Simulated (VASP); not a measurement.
Wanted: the native input for a VASP 6.6.1 run.

```
Task                   : single point
Functional             : PBE
Potentials or basis    : VASP PAW PBE potentials, release 64 (Ba_sv, Ti_sv, O)
Cutoff                 : 520 eV
k mesh                 : 8 × 8 × 8
Occupations            : gaussian, width 0.02 eV
Spin                   : no spin polarisation
Dipole correction      : no
Further INCAR settings : ALGO = Normal; EDIFF = 1e-06; NBANDS = 28
```

The structure of BaTiO3 lies in POSCAR:

```
BaTiO3
1.0
    4.0192318612      0.0000000000      0.0000000000
    0.0000000000      4.0192318612      0.0000000000
    0.0000000000      0.0000000000      4.0192813204
Ba Ti O
1 1 3
Direct
    0.0000000000      0.0000000000      0.0000000000
    0.5000000000      0.5000000000      0.5000000000
    0.5000000000      0.5000000000      0.0000000000
    0.5000000000      0.0000000000      0.5000000000
    0.0000000000      0.5000000000      0.5000000000
```

One way to write it, as run:

INCAR

```
  PREC = Accurate
  ENCUT = 520
  EDIFF = 1E-6
  ISMEAR = 0
  SIGMA = 0.02
  LREAL = False
  LASPH = True
  NELM = 60
  ALGO = Normal
  ISIF = 2
  LWAVE = False
  LCHARG = True
  GGA = PE
  LELF = True
  LVHAR = True
  NBANDS = 28
```

KPOINTS

```
regular mesh
0
Gamma
  8 8 8
```

Potentials or basis: VASP PAW PBE potentials, release 64 (Ba_sv, Ti_sv, O).

Command:

```bash
$ cat potpaw_PBE.64/Ba_sv/POTCAR potpaw_PBE.64/Ti_sv/POTCAR potpaw_PBE.64/O/POTCAR > POTCAR
$ mpirun -np 1 vasp_std > vasp.out
```

It gave:

```
Pressure               : 1.7 GPa
Band gap on the k mesh : 1.72 eV, indirect (least direct gap 1.88 eV)
```

Caveat: spin-orbit coupling is left out, which moves the levels of the heavy elements.

Wall time 92 s on 1 thread of AMD EPYC 7R43 64-Core Processor (Zen 3), with other jobs on the host, peak memory 0.23 GiB.
